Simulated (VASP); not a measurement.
## Ru: single point with PBE+D3(BJ)

The system is Ru.

```
CELL_PARAMETERS angstrom
2.63987 0.00000 0.00000
-1.31993 2.28619 0.00000
0.00000 0.00000 4.15331
ATOMIC_POSITIONS crystal
Ru 0.33333 0.66667 0.25000
Ru 0.66667 0.33333 0.75000
```

```
Program             : VASP 6.6.1
Task                : single point
Functional          : PBE
Dispersion          : D3(BJ)
Potentials or basis : VASP PAW PBE potentials, release 64 (Ru_pv)
Cutoff              : 520 eV
k mesh              : 10 × 10 × 5
Occupations         : fermi-dirac, width 0.05 eV
Spin                : no spin polarisation
```

```json
{"Pressure": "27.9 GPa", "Band gap on the k mesh": "zero (band 14 reaches 16.02 eV, above the bottom of band 15 at 12.52 eV)", "Dispersion energy per atom": "-0.678 eV"}
```

Levels at points of the mesh, in eV from the Fermi level:
| k point | band 10 | band 11 | band 12 | band 13 | band 14 | band 15 | band 16 | band 17 | band 18 | band 19 |
| --- | --- | --- | --- | --- | --- | --- | --- | --- | --- | --- |
| (0.00, 0.00, 0.00) | -3.00 | -2.74 | -2.21 | -2.21 | -1.68 | -1.68 | 1.26 | 1.26 | 1.41 | 10.27 |
| (0.50, 0.00, 0.00) | -3.51 | -2.32 | -2.01 | -1.72 | 1.54 | 2.03 | 2.16 | 4.46 | 6.67 | 10.28 |

Run time: 26 s on 1 thread of Intel Xeon 8259CL (shared host), peak memory 0.16 GiB.

Caveat: three body term missing; pairwise dispersion overbinds metals, which lowers pressure and volume.
